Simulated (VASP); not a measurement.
# NiO (Fm-3m) in VASP: further runs

Aim: see how the results for NiO move with the level of theory and the settings. Levels: PBEsol+U, LDA+U. Tasks: single point, relaxation of cell and atoms.

All numbers are computed with VASP 6.6.1; they aren't measurements. Logs are shortened: lines on timing, memory, paths and dates and some standing lists are left out, and cuts for length are marked.

## Step 1: The cell of the first run

The structure is cubic, space group Fm-3m (No. 225). Conventional cell: a = 4.172 Å, b = 4.172 Å, c = 4.172 Å, α = 90.00°, β = 90.00°, γ = 90.00°. Within 2.8 Å of Ni (site symmetry m-3m) lie 6 O at 2.09 Å. Within 2.8 Å of O (site symmetry m-3m) lie 6 Ni at 2.09 Å.

## Step 2: Single point, PBEsol+U, collinear spin, ferromagnetic start

POSCAR

```
NiO
1.0
    0.0000000000      2.0859016414      2.0859016414
    2.0859016414      0.0000000000      2.0859016414
    2.0859016414      2.0859016414      0.0000000000
Ni O
1 1
Direct
    0.0000000000      0.0000000000      0.0000000000
    0.5000000000      0.5000000000      0.5000000000
```

INCAR.step1

```
SYSTEM = NiO
ALGO = Normal
EDIFF = 1E-7
ENCUT = 520
GGA = PS
ISIF = 2
ISMEAR = -1
ISPIN = 2
LASPH = .True.
LCHARG = .True.
LDAU = .True.
LDAUJ = 0 0
LDAUL = 2 -1
LDAUPRINT = 1
LDAUTYPE = 2
LDAUU = 1 0
LMAXMIX = 4
LREAL = .False.
LWAVE = .False.
MAGMOM = 1 0
NBANDS = 19
NELM = 150
PREC = Accurate
SIGMA = 0.05
```

KPOINTS.step1

```
k-points
0
Gamma
  11 11 11
  0 0 0
```

INCAR.step2

```
SYSTEM = NiO
ALGO = Normal
EDIFF = 1E-7
ENCUT = 520
GGA = PS
ICHARG = 11
ISIF = 2
ISMEAR = -5
ISPIN = 2
LASPH = .True.
LCHARG = .False.
LDAU = .True.
LDAUJ = 0 0
LDAUL = 2 -1
LDAUPRINT = 1
LDAUTYPE = 2
LDAUU = 1 0
LMAXMIX = 4
LORBIT = 10
LREAL = .False.
LWAVE = .False.
MAGMOM = 1 0
NEDOS = 2001
NELM = 150
PREC = Accurate
SIGMA = 0.05
```

KPOINTS.step2

```
k-points
0
Gamma
  17 17 17
  0 0 0
```

Potentials or basis: VASP PAW PBE potentials, release 64 (Ni, O).

Run with:

```
> cat potpaw_PBE.64/Ni/POTCAR potpaw_PBE.64/O/POTCAR > POTCAR
> cp INCAR.step1 INCAR
> cp KPOINTS.step1 KPOINTS
> mpirun -np 1 vasp_std > vasp.out
> cp INCAR.step2 INCAR
> cp KPOINTS.step2 KPOINTS
> mpirun -np 1 vasp_std > vasp.out
```

OUTCAR:

```text
SYSTEM = NiO
   EDIFF = 1E-7
   ENCUT = 520
   GGA = PS
   ICHARG = 11
   ISIF = 2
   ISMEAR = -5
   ISPIN = 2
   LASPH = .True.
   LORBIT = 10
   LREAL = .False.
   NELM = 150
   PREC = Accurate

 ion  position               nearest neighbor table
   1  0.000  0.000  0.000-   2 2.09   2 2.09   2 2.09   2 2.09   2 2.09   2 2.09
   2  0.500  0.500  0.500-   1 2.09   1 2.09   1 2.09   1 2.09   1 2.09   1 2.09

  LATTYP: Found a face centered cubic cell.
 ALAT       =     4.1718032828

  Lattice vectors:

 A1 = (   0.0000000000,   2.0859016414,   2.0859016414)
 A2 = (   2.0859016414,   0.0000000000,   2.0859016414)
 A3 = (   2.0859016414,   2.0859016414,   0.0000000000)

Analysis of symmetry for initial positions (statically):
=====================================================================
 Subroutine PRICEL returns:
 Original cell was already a primitive cell.

 Routine SETGRP: Setting up the symmetry group for a
 face centered cubic supercell.

 Subroutine GETGRP returns: Found 48 space group operations
 (whereof 48 operations were pure point group operations)
 out of a pool of 48 trial point group operations.

The static configuration has the point symmetry O_h .

Analysis of symmetry for dynamics (positions and initial velocities):
=====================================================================
 Subroutine PRICEL returns:
 Original cell was already a primitive cell.

 Routine SETGRP: Setting up the symmetry group for a
 face centered cubic supercell.

 Subroutine GETGRP returns: Found 48 space group operations
 (whereof 48 operations were pure point group operations)
 out of a pool of 48 trial point group operations.

The dynamic configuration has the point symmetry O_h .

Analysis of structural, dynamic, and magnetic symmetry:
=====================================================================
 Subroutine PRICEL returns:
 Original cell was already a primitive cell.

 Routine SETGRP: Setting up the symmetry group for a
 face centered cubic supercell.

 Subroutine GETGRP returns: Found 48 space group operations
 (whereof 48 operations were pure point group operations)
 out of a pool of 48 trial point group operations.

The overall configuration has the point symmetry O_h .

 Subroutine INISYM returns: Found 48 space group operations
 (whereof 48 operations are pure point group operations),
 and found     1 'primitive' translations

----------------------------------------------------------------------------------------

                                     Primitive cell

  volume of cell :      18.1515

  direct lattice vectors                    reciprocal lattice vectors
     0.000000000  2.085901641  2.085901641    -0.239704495  0.239704495  0.239704495
     2.085901641  0.000000000  2.085901641     0.239704495 -0.239704495  0.239704495
     2.085901641  2.085901641  0.000000000     0.239704495  0.239704495 -0.239704495

  length of vectors
     2.949910391  2.949910391  2.949910391     0.415180364  0.415180364  0.415180364

  position of ions in fractional coordinates (direct lattice)
     0.000000000  0.000000000  0.000000000
     0.500000000  0.500000000  0.500000000

  ion indices of the primitive-cell ions
   primitive index   ion index
                 1           1
                 2           2

----------------------------------------------------------------------------------------

 KPOINTS: k-points

Automatic generation of k-mesh.
 Grid dimensions read from file:
 generate k-points for:   17   17   17

[... 75 lines left out ...]
   PSTRESS=    0.0 pullay stress
   NELECT =      16.0000    total number of electrons
   NUPDOWN=      -1.0000    fix difference up-down
   EMIN   =  10.00;   EMAX   =-10.00  energy-range for DOS
   EFERMI =   0.00;   METHOD = LEGACY
   ISMEAR =    -5;   SIGMA  =   0.05  broadening in eV -4-tet -1-fermi 0-gaus
   EFERMI_NEDOS =   21; number of points for ismear=-14 and -15
   IALGO  =     38    algorithm
   IMIX   =      4    mixing-type and parameters
     AMIX     =   0.40;   BMIX     =  1.00
     AMIX_MAG =   1.60;   BMIX_MAG =  1.00
  volume/ion in A,a.u.               =       9.08        61.25
  Fermi-wavevector in a.u.,A,eV,Ry     =   1.569680  2.966264 33.523312  2.463894
  Thomas-Fermi vector in A             =   2.671526
   LORBIT       =     10    0 simple, 1 ext, 2 COOP (PROOUT), +10 PAW based schemes
 LDA+U is selected, type is set to LDAUTYPE =  2
   angular momentum for each species LDAUL =     2   -1
   U (eV)           for each species LDAUU =   1.0  0.0
   J (eV)           for each species LDAUJ =   0.0  0.0
   GGA     = PS    functional components
   LHFCALC =     F    Hartree Fock is set to
   AEXX    =    0.0000 exact exchange contribution
   IVDW    =     0    specifies the selected vdW correction
   LEPSILON=     F    determine dielectric tensor
   LRPA    =     F    only Hartree local field effects (RPA)
 spin polarized calculation
 Fermi weights with tetrahedron method with Bloechl corrections
  energy-cutoff  :      520.00
  volume of cell :       18.15
 maximum number of plane-waves:       531
 NGX is ok and might be reduce to    24

atom =   1  type =  1  l = 2

 onsite density matrix

spin component  1

  0.9663  0.0000  0.0000 -0.0000  0.0000
  0.0000  0.9663 -0.0000  0.0000  0.0000
  0.0000 -0.0000  1.0043 -0.0000  0.0000
 -0.0000  0.0000 -0.0000  0.9663  0.0000
  0.0000  0.0000  0.0000  0.0000  1.0043

spin component  2

  0.9572 -0.0000  0.0000 -0.0000 -0.0000
 -0.0000  0.9572  0.0000  0.0000  0.0000
  0.0000  0.0000  0.2439 -0.0000  0.0000
 -0.0000  0.0000 -0.0000  0.9572 -0.0000
 -0.0000  0.0000  0.0000 -0.0000  0.2439

 occupancies and eigenvectors

  o =  0.2439  v =  0.0000  0.0000  0.0000  0.0000  0.0000  0.0000 -0.0000 -0.0000 -0.0000  1.0000      0.0000  0.0000  0.0000  0.0000  0.0000  0.0000  0.0000  0.0000  0.0000  0.0000
  o =  0.2439  v =  0.0000  0.0000  0.0000  0.0000  0.0000  0.0000  0.0000  1.0000  0.0000  0.0000      0.0000  0.0000  0.0000  0.0000  0.0000  0.0000  0.0000  0.0000  0.0000  0.0000
  o =  0.9572  v =  0.0000  0.0000  0.0000  0.0000  0.0000  0.0000 -0.1180  0.0000 -0.9930 -0.0000      0.0000  0.0000  0.0000  0.0000  0.0000  0.0000  0.0000  0.0000  0.0000  0.0000
  o =  0.9572  v =  0.0000  0.0000  0.0000  0.0000  0.0000  0.0000 -0.9930  0.0000  0.1180 -0.0000      0.0000  0.0000  0.0000  0.0000  0.0000  0.0000  0.0000  0.0000  0.0000  0.0000
  o =  0.9572  v =  0.0000  0.0000  0.0000  0.0000  0.0000  1.0000  0.0000  0.0000  0.0000  0.0000      0.0000  0.0000  0.0000  0.0000  0.0000  0.0000  0.0000  0.0000  0.0000  0.0000
  o =  0.9663  v =  1.0000  0.0000  0.0000  0.0000  0.0000  0.0000  0.0000  0.0000  0.0000  0.0000      0.0000  0.0000  0.0000  0.0000  0.0000  0.0000  0.0000  0.0000  0.0000  0.0000
  o =  0.9663  v =  0.0000 -0.2846  0.0000  0.9586 -0.0000  0.0000  0.0000  0.0000  0.0000  0.0000      0.0000  0.0000  0.0000  0.0000  0.0000  0.0000  0.0000  0.0000  0.0000  0.0000
  o =  0.9663  v =  0.0000  0.9586 -0.0000  0.2846  0.0000  0.0000  0.0000  0.0000  0.0000  0.0000      0.0000  0.0000  0.0000  0.0000  0.0000  0.0000  0.0000  0.0000  0.0000  0.0000
  o =  1.0043  v =  0.0000  0.0000  1.0000 -0.0000 -0.0000  0.0000  0.0000  0.0000  0.0000  0.0000      0.0000  0.0000  0.0000  0.0000  0.0000  0.0000  0.0000  0.0000  0.0000  0.0000
  o =  1.0043  v =  0.0000  0.0000 -0.0000  0.0000 -1.0000  0.0000  0.0000  0.0000  0.0000  0.0000      0.0000  0.0000  0.0000  0.0000  0.0000  0.0000  0.0000  0.0000  0.0000  0.0000

 number of electron      16.0000001 magnetization       1.9190784

 Free energy of the ion-electron system (eV)
  ---------------------------------------------------
  ext. energy  EPLUGINS =         0.00000000
  ---------------------------------------------------
  free energy    TOTEN  =       -12.02828836 eV

  energy without entropy =      -12.02828836  energy(sigma->0) =      -12.02828836

 E-fermi :   7.6484     XC(G=0): -12.9506

 val. band max:        7.6620568707   @ k =  -0.2941   0.1765   0.0000
 cond. band min:       7.5916957875   @ k =   0.2941   0.2941   0.0000
 fundamental gap:     -0.0703610832
 Fermi energy:         7.6484322474

 spin component 1

 k-point     1 :       0.0000    0.0000    0.0000
  band No.  band energies     occupation
      1     -12.5010      1.00000
      2       3.9800      1.00000
      3       3.9800      1.00000
      4       4.5580      1.00000
      5       4.5580      1.00000
      6       4.5580      1.00000
      7       4.8425      1.00000
      8       4.8425      1.00000
      9       4.8425      1.00000
     10       9.2734      0.00000
     11      25.4337      0.00000
     12      26.2819      0.00000
[... 745 lines left out ...]
      2       3.6490      1.00000
      3       4.5021      1.00000
      4       4.5527      1.00000
      5       5.6652      1.00000
      6       6.0029      1.00000
      7       6.1683      1.00000
      8       7.7336      0.10345
      9       8.3755      0.00000
     10      11.0946      0.00000
     11      22.3984      0.00000
     12      24.9356      0.00000
     13      26.4961      0.00000

 [... further k-points ...]

------------------------ aborting loop because EDIFF is reached ----------------------------------------

  FORCE on cell =-STRESS in cart. coord.  units (eV):
  Direction    XX          YY          ZZ          XY          YZ          ZX
  --------------------------------------------------------------------------------------
  -------------------------------------------------------------------------------------
  Total       -0.4822089     -0.4822089     -0.4822089     -0.0000000      0.0000000      0.0000000
  in kB      -42.5632096    -42.5632096    -42.5632096     -0.0000000      0.0000000      0.0000000
  external PRESSURE =     -42.5632096 kB  Pullay stress =       0.0000000 kB

 VOLUME and BASIS-vectors are now :
 -----------------------------------------------------------------------------
  energy-cutoff  :      520.00
  volume of cell :       18.15
      direct lattice vectors                 reciprocal lattice vectors
     0.000000000  2.085901641  2.085901641    -0.239704495  0.239704495  0.239704495
     2.085901641  0.000000000  2.085901641     0.239704495 -0.239704495  0.239704495
     2.085901641  2.085901641  0.000000000     0.239704495  0.239704495 -0.239704495

 POSITION                                       TOTAL-FORCE (eV/Angst)
 -----------------------------------------------------------------------------------
      0.00000      0.00000      0.00000         0.000000      0.000000      0.000000
      2.08590      2.08590      2.08590        -0.000000     -0.000000     -0.000000
 -----------------------------------------------------------------------------------
    total drift:                                0.000000     -0.000000     -0.000000

  FREE ENERGIE OF THE ION-ELECTRON SYSTEM (eV)
  ---------------------------------------------------
  free  energy   TOTEN  =       -12.0282883617 eV

  energy  without entropy=      -12.0282883617  energy(sigma->0) =      -12.02828836

 total charge

# of ion       s       p       d       tot
------------------------------------------
    1        0.340   0.418   8.236   8.995
    2        1.547   3.424   0.000   4.971
--------------------------------------------------
tot          1.888   3.842   8.236  13.966

 magnetization (x)

# of ion       s       p       d       tot
------------------------------------------
    1        0.011   0.015   1.567   1.593
    2        0.029   0.276   0.000   0.305
--------------------------------------------------
tot          0.040   0.292   1.567   1.898
```

Run time: 3.4 min. Hardware: 1 thread of Intel Xeon 8259CL, shared host; peak memory 0.19 GiB.

Results:

```
Net moment                                            : 1.92 μB per cell
Site moments                                          : Ni +1.59; O +0.30 μB
Valence electrons inside the program's atomic spheres : Ni 8.99; O 4.97
```

Levels at points of the mesh, in eV from the Fermi level:
Spin up:
```csv
k point,band 6,band 7,band 8,band 9,band 10,band 11,band 12,band 13
"(0.00, 0.00, 0.00)",-3.09,-2.81,-2.81,-2.81,1.62,17.79,18.63,18.63
```
Spin down:
| k point | band 3 | band 4 | band 5 | band 6 | band 7 | band 8 | band 9 | band 10 | band 11 | band 12 |
| --- | --- | --- | --- | --- | --- | --- | --- | --- | --- | --- |
| (0.00, 0.00, 0.00) | -2.22 | -2.22 | -2.12 | -2.12 | -2.12 | -0.33 | -0.33 | 2.02 | 17.73 | 18.91 |

Eigenvalues of the final occupation matrices:
| site | spin | trace | eigenvalues |
| --- | --- | --- | --- |
| site 1 d | 1 | 4.91 | 0.97 0.97 0.97 1.00 1.00 |
| site 1 d | 2 | 3.36 | 0.24 0.24 0.96 0.96 0.96 |

Caveat: the PAW data sets were made with another functional, which shifts forces and pressure a little; a cell with one magnetic atom can't hold antiferromagnetic order, which such compounds often take; tetrahedron occupations give inexact forces and stress in metals.

## Step 3: Single point, PBEsol+U, collinear spin, ferromagnetic start

POSCAR is that of step 2.

INCAR.step1

```
ALGO = Normal
EDIFF = 1E-7
ENCUT = 520
GGA = PS
ISIF = 2
ISMEAR = -1
ISPIN = 2
LASPH = T
LCHARG = T
LDAU = T
LDAUJ = 0 0
LDAUL = 2 -1
LDAUPRINT = 1
LDAUTYPE = 2
LDAUU = 2 0
LMAXMIX = 4
LREAL = F
LWAVE = F
MAGMOM = 1 0
NBANDS = 19
NELM = 150
PREC = Accurate
SIGMA = 0.05
```

KPOINTS.step1

```
k-points
0
Gamma
  11 11 11
```

INCAR.step2

```
ALGO = Normal
EDIFF = 1E-7
ENCUT = 520
GGA = PS
ICHARG = 11
ISIF = 2
ISMEAR = -5
ISPIN = 2
LASPH = T
LCHARG = F
LDAU = T
LDAUJ = 0 0
LDAUL = 2 -1
LDAUPRINT = 1
LDAUTYPE = 2
LDAUU = 2 0
LMAXMIX = 4
LORBIT = 11
LREAL = F
LWAVE = F
MAGMOM = 1 0
NEDOS = 2001
NELM = 150
PREC = Accurate
SIGMA = 0.05
```

KPOINTS.step2

```
k-points
0
Gamma
  17 17 17
```

Potentials or basis: VASP PAW PBE potentials, release 64 (Ni, O).

Run with:

```
> cat potpaw_PBE.64/Ni/POTCAR potpaw_PBE.64/O/POTCAR > POTCAR
> cp INCAR.step1 INCAR
> cp KPOINTS.step1 KPOINTS
> mpirun -np 1 vasp_std > vasp.out
> cp INCAR.step2 INCAR
> cp KPOINTS.step2 KPOINTS
> mpirun -np 1 vasp_std > vasp.out
```

It took 3.2 min on 1 thread of Intel Xeon 8259CL, shared host; peak memory 0.19 GiB.

The run converged. Its results:

```
Net moment                                            : 2.00 μB per cell
Site moments                                          : Ni +1.67; O +0.29 μB
Valence electrons inside the program's atomic spheres : Ni 8.99; O 4.98
```

Levels at points of the mesh, in eV from the valence-band top:
Spin up:
```
           k point  band 6  band 7  band 8  band 9  band 10  band 11  band 12  band 13
(0.00, 0.00, 0.00)   -3.51   -2.55   -2.55   -2.55     1.80    17.95    18.47    18.47
```
Spin down:
| k point | band 5 | band 6 | band 7 | band 8 | band 9 | band 10 |
| --- | --- | --- | --- | --- | --- | --- |
| (0.00, 0.00, 0.00) | -1.98 | -1.98 | -1.98 | 0.12 | 0.12 | 2.20 |

Eigenvalues of the final occupation matrices:
```csv
site,spin,trace,eigenvalues
site 1 d,1,4.95,0.97 0.97 0.97 1.02 1.02
site 1 d,2,3.31,0.21 0.21 0.96 0.96 0.96
```

Caveat: the PAW data sets were made with another functional, which shifts forces and pressure a little; a cell with one magnetic atom can't hold antiferromagnetic order, which such compounds often take. The state reached can hang on the start; a lower one may exist.

## Step 4: Single point, PBEsol+U, collinear spin, ferromagnetic start

POSCAR is that of step 3.

INCAR.step1

```
  PREC = Accurate
  ENCUT = 520
  EDIFF = 1E-6
  ISMEAR = -1
  SIGMA = 0.05
  LREAL = F
  LASPH = T
  NELM = 150
  ALGO = Normal
  ISIF = 2
  LWAVE = F
  LCHARG = T
  ISPIN = 2
  MAGMOM = 1 0
  LMAXMIX = 4
  LDAU = T
  LDAUTYPE = 2
  LDAUL = 2 -1
  LDAUU = 3 0
  LDAUJ = 0 0
  LDAUPRINT = 1
  GGA = PS
  NBANDS = 19
```

KPOINTS.step1

```
regular mesh
0
Gamma
  11 11 11
```

INCAR.step2

```
  PREC = Accurate
  ENCUT = 520
  EDIFF = 1E-6
  ISMEAR = -5
  SIGMA = 0.05
  LREAL = F
  LASPH = T
  NELM = 150
  ALGO = Normal
  ISIF = 2
  LWAVE = F
  LCHARG = F
  ISPIN = 2
  MAGMOM = 1 0
  LORBIT = 11
  LMAXMIX = 4
  LDAU = T
  LDAUTYPE = 2
  LDAUL = 2 -1
  LDAUU = 3 0
  LDAUJ = 0 0
  LDAUPRINT = 1
  GGA = PS
  NEDOS = 1001
  ICHARG = 11
```

KPOINTS.step2

```
regular mesh
0
Gamma
  17 17 17
```

Run with:

```
> cat potpaw_PBE.64/Ni/POTCAR potpaw_PBE.64/O/POTCAR > POTCAR
> cp INCAR.step1 INCAR
> cp KPOINTS.step1 KPOINTS
> mpirun -np 1 vasp_std > vasp.out
> cp INCAR.step2 INCAR
> cp KPOINTS.step2 KPOINTS
> mpirun -np 1 vasp_std > vasp.out
```

Run time: 2.8 min. Hardware: 1 thread of Intel Xeon 8259CL, shared host; peak memory 0.2 GiB.

Results (log left out):

* Net moment: 2.00 μB per cell
* Site moments: Ni +1.70; O +0.27 μB
* Valence electrons inside the program's atomic spheres: Ni 9.00; O 4.99

Levels at points of the mesh, in eV from the valence-band top:
Spin up:
| k point | band 5 | band 6 | band 7 | band 8 | band 9 | band 10 | band 11 | band 12 | band 13 |
| --- | --- | --- | --- | --- | --- | --- | --- | --- | --- |
| (0.00, 0.00, 0.00) | -3.82 | -3.82 | -2.26 | -2.26 | -2.26 | 2.04 | 18.19 | 18.37 | 18.37 |
Spin down:
| k point | band 5 | band 6 | band 7 | band 8 | band 9 | band 10 |
| --- | --- | --- | --- | --- | --- | --- |
| (0.00, 0.00, 0.00) | -1.73 | -1.73 | -1.73 | 0.63 | 0.63 | 2.43 |

Eigenvalues of the final occupation matrices:
```tsv
site	spin	trace	eigenvalues
site 1 d	1	4.97	0.97 0.97 0.97 1.02 1.02
site 1 d	2	3.29	0.19 0.19 0.97 0.97 0.97
```

Caveat: the PAW data sets were made with another functional, which shifts forces and pressure a little; a cell with one magnetic atom can't hold antiferromagnetic order, which such compounds often take. The state reached can hang on the start; a lower one may exist.

(Continued in part 2 of 2.)
